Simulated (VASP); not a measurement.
# Cd16S16O (a cell with a defect) in VASP: notebook, part 2 of 2

VASP 6.6.1. The steps go on from the part before.

## 4. Single point, PBE

INCAR

```
  PREC = Accurate
  ENCUT = 520
  EDIFF = 1E-7
  ISMEAR = -1
  SIGMA = 0.01
  LREAL = Auto
  LASPH = True
  NELM = 80
  ALGO = Normal
  ISIF = 2
  LWAVE = False
  LCHARG = False
  GGA = PE
  NBANDS = 169
```

KPOINTS

```
Automatic mesh
0
Gamma
  1 1 1
  0.25 0.25 0.25
```

POSCAR

```
Cd16S16O
1.0
    8.3277842500     -0.0000000600      0.0000000000
   -4.1638920700      7.2120727400      0.0000000000
    0.0000000000      0.0000000000     13.5350132800
Cd S O
16 16 1
Direct
    0.3454253091      0.1863401922      0.2632966755
    0.1662409077      0.3260635458      0.0000212781
    0.3366124970      0.1735175261      0.7391001245
    0.1550797455      0.3505882567      0.4989404783
    0.3283899048      0.6708997807      0.2404570969
    0.1649446604      0.8341790532     -0.0408463582
    0.3344144548      0.6648321770      0.7518161076
    0.1556359338      0.8436204443      0.5011074507
    0.8354544476      0.1633950589      0.2457360722
    0.6630234942      0.3349989839     -0.0008042844
    0.8355310691      0.1635108370      0.7540946425
    0.6630198312      0.3371446916      0.5010474582
    0.8127924200      0.6533865116      0.2634158479
    0.6755206613      0.8337519958      0.0000307351
    0.8261495365      0.6627467889      0.7388842399
    0.6471278456      0.8436107425      0.4989473494
    0.3278837773      0.1808923824      0.4502060599
    0.1687204708      0.3357502201      0.1892426662
    0.3410467115      0.1778334838      0.9272152705
    0.1621097454      0.3374097985      0.6873235960
    0.3202354155      0.6774600306      0.4332349647
    0.1514994899      0.8475813028      0.2152616285
    0.3384486757      0.6629116473      0.9410061694
    0.1657421581      0.8339807746      0.6902739441
    0.8267293524      0.1719784442      0.4352580140
    0.6653000730      0.3337914254      0.1898869212
    0.8332910807      0.1666986861      0.9424307709
    0.6701544130      0.3291762474      0.6878231892
    0.8184492541      0.6722899538      0.4502904337
    0.6637473383      0.8304308977      0.1892379377
    0.8213496425      0.6570724146      0.9270375093
    0.6619830426      0.8372656873      0.6873038694
    0.1067014398     -0.1081273057      0.1069499505
```

Launch:

```
$ cat potpaw_PBE.64/Cd/POTCAR potpaw_PBE.64/S/POTCAR potpaw_PBE.64/O/POTCAR > POTCAR
$ mpirun -np 1 vasp_std > vasp.out
```

Run time: 29 min. Hardware: 1 thread of Intel Xeon Platinum 8259CL at 2.50GHz (Skylake/Cascade Lake), shared host; peak memory 1.2 GiB.

It converged, with:

```
Free energy            : -104.9679 eV
Pressure               : 2.0 GPa
Largest force          : 0.142 eV/Å
Band gap on the k mesh : 2.37 eV
```

Forces on the atoms (eV/Å):
```
Cd  -0.091  0.047  0.013
Cd   0.086 -0.043 -0.004
Cd  -0.096  0.055 -0.006
Cd   0.085 -0.056  0.011
Cd  -0.086  0.056  0.016
Cd   0.119 -0.070 -0.033
Cd  -0.078  0.050  0.017
Cd   0.092 -0.048 -0.004
Cd  -0.088  0.058 -0.002
Cd   0.083 -0.045 -0.001
Cd  -0.081  0.054  0.013
Cd   0.093 -0.052 -0.007
Cd  -0.088  0.062  0.014
Cd   0.080 -0.050 -0.001
Cd  -0.100  0.063 -0.005
Cd   0.088 -0.046  0.009
S   -0.094  0.032 -0.019
S    0.075 -0.041  0.036
S   -0.074  0.034  0.029
S    0.053 -0.041 -0.009
S   -0.069  0.054 -0.011
S   -0.012  0.009 -0.061
S   -0.040  0.009 -0.041
S    0.071 -0.043  0.006
S   -0.053  0.031  0.011
S    0.085 -0.054 -0.072
S   -0.074  0.037 -0.015
S    0.084 -0.051  0.007
S   -0.075  0.048 -0.021
S    0.065 -0.055  0.035
S   -0.065  0.060  0.032
S    0.063 -0.037 -0.010
O    0.041 -0.027  0.072
```

Stress tensor (GPa, compression positive):
```
 1.33  0.39 -0.26
 0.39  1.79  0.15
-0.26  0.15  3.00
```

Levels at points of the mesh, in eV from the valence-band top:
| k point | band 143 | band 144 | band 145 | band 146 | band 147 | band 148 | band 149 | band 150 | band 151 | band 152 |
| --- | --- | --- | --- | --- | --- | --- | --- | --- | --- | --- |
| (0.25, 0.25, 0.25) | -1.14 | -0.93 | -0.89 | -0.21 | -0.08 | 2.41 | 2.85 | 3.06 | 3.18 | 3.29 |

## 5. Single point, PBE

INCAR

```
PREC = Accurate
ENCUT = 520
EDIFF = 1E-7
ISMEAR = -1
SIGMA = 0.01
LREAL = Auto
LASPH = True
NELM = 60
ALGO = Normal
ISIF = 2
LWAVE = False
LCHARG = False
GGA = PE
NBANDS = 169
```

KPOINTS is that of step 4.

POSCAR

```
Cd16S16O
1.0
    8.3277842500     -0.0000000600      0.0000000000
   -4.1638920700      7.2120727400      0.0000000000
    0.0000000000      0.0000000000     13.5350132800
Cd S O
16 16 1
Direct
    0.3216349185      0.1797583117      0.2551022987
    0.1690889603      0.3067654875      0.0024506071
    0.3410199531      0.1676115957      0.7417250942
    0.1536639568      0.3464816703      0.5020697697
    0.3439683848      0.6530192069      0.2581342868
    0.1718972686      0.8279163599     -0.0309628067
    0.3402900215      0.6612836826      0.7590514902
    0.1509543613      0.8478991033      0.5037613823
    0.8184185128      0.1794707424      0.2500358832
    0.6739730942      0.3243195299      0.0011493155
    0.8383466994      0.1619377802      0.7515538987
    0.6575395045      0.3407845606      0.4979152854
    0.8181375070      0.6760325672      0.2557470708
    0.6983882124      0.8317022385      0.0038257074
    0.8324994754      0.6586138578      0.7412219547
    0.6515364706      0.8449839954      0.5016374834
    0.3235754366      0.1785926274      0.4427712686
    0.1481095815      0.3460619573      0.1908753945
    0.3537788774      0.1675713855      0.9288918112
    0.1692125533      0.3349497568      0.6892053821
    0.3183751702      0.6793732115      0.4409806534
    0.1136549924      0.8835846831      0.1644507437
    0.3490165199      0.6550076783      0.9465830387
    0.1711504466      0.8293560292      0.6905432456
    0.8247858125      0.1742641949      0.4387771092
    0.6507035337      0.3475667994      0.1900010696
    0.8402624740      0.1598541906      0.9392707445
    0.6720935055      0.3273278190      0.6843725092
    0.8200989592      0.6752125533      0.4431492512
    0.6517150523      0.8494774332      0.1916392652
    0.8325090173      0.6442077358      0.9283046673
    0.6662540778      0.8316822717      0.6887917882
    0.0289321766     -0.0324081587      0.0840822226
```

Launch:

```
$ cat potpaw_PBE.64/Cd/POTCAR potpaw_PBE.64/S/POTCAR potpaw_PBE.64/O/POTCAR > POTCAR
$ mpirun -np 1 vasp_std > vasp.out
```

Run time: 27 min. Hardware: 1 thread of Intel Xeon Platinum 8259CL at 2.50GHz (Skylake/Cascade Lake), shared host; peak memory 1.2 GiB.

Results (log left out):

```yaml
Free_energy: -104.1600 eV
Pressure: 1.9 GPa
Largest_force: 0.157 eV/Å
Band_gap_on_the_k_mesh: 1.85 eV
```

Forces on the atoms (eV/Å):
```
Cd  -0.070  0.050  0.035
Cd   0.078 -0.031 -0.001
Cd  -0.092  0.049 -0.006
Cd   0.081 -0.052  0.005
Cd  -0.050  0.036  0.042
Cd   0.088 -0.056  0.020
Cd  -0.077  0.046  0.016
Cd   0.082 -0.042 -0.003
Cd  -0.091  0.056  0.008
Cd   0.076 -0.042 -0.006
Cd  -0.081  0.054  0.012
Cd   0.094 -0.049  0.004
Cd  -0.077  0.041  0.034
Cd   0.059 -0.041 -0.008
Cd  -0.090  0.061 -0.009
Cd   0.085 -0.040  0.004
S   -0.079  0.036 -0.018
S    0.067 -0.054 -0.044
S   -0.078  0.038  0.039
S    0.048 -0.045 -0.010
S   -0.088  0.061 -0.008
S    0.042 -0.030  0.092
S   -0.043  0.012 -0.018
S    0.076 -0.048  0.020
S   -0.055  0.026 -0.006
S    0.095 -0.062 -0.001
S   -0.073  0.030 -0.027
S    0.082 -0.047  0.005
S   -0.072  0.042 -0.012
S    0.068 -0.035 -0.036
S   -0.066  0.057  0.043
S    0.061 -0.036 -0.009
O    0.000  0.015 -0.156
```

Stress tensor (GPa, compression positive):
```
 1.10  0.66 -0.49
 0.66  1.88  0.28
-0.49  0.28  2.80
```

Levels at points of the mesh, in eV from the valence-band top:
| k point | band 144 | band 145 | band 146 | band 147 | band 148 | band 149 | band 150 | band 151 |
| --- | --- | --- | --- | --- | --- | --- | --- | --- |
| (0.25, 0.25, 0.25) | -1.08 | -1.01 | -0.42 | 0.00 | 2.06 | 2.32 | 2.84 | 2.99 |

## 6. Overview

```csv
cell,gap on the mesh (eV),pressure (GPa),largest force (eV/Å)
"as given, atomic positions A",2.37,2.0,0.14
"as given, atomic positions B",2.37,2.0,0.15
"as given, atomic positions C",1.85,1.9,0.16
```

Alike in all rows: task single point; level PBE; potentials or basis VASP PAW PBE potentials, release 64 (Cd, S, O); no spin polarisation; k mesh 1 × 1 × 1, shifted; cutoff (eV) 520; smearing fermi-dirac 0.01 eV.

Total energies depend on the potentials used, so only differences within one code and one set of settings carry meaning.
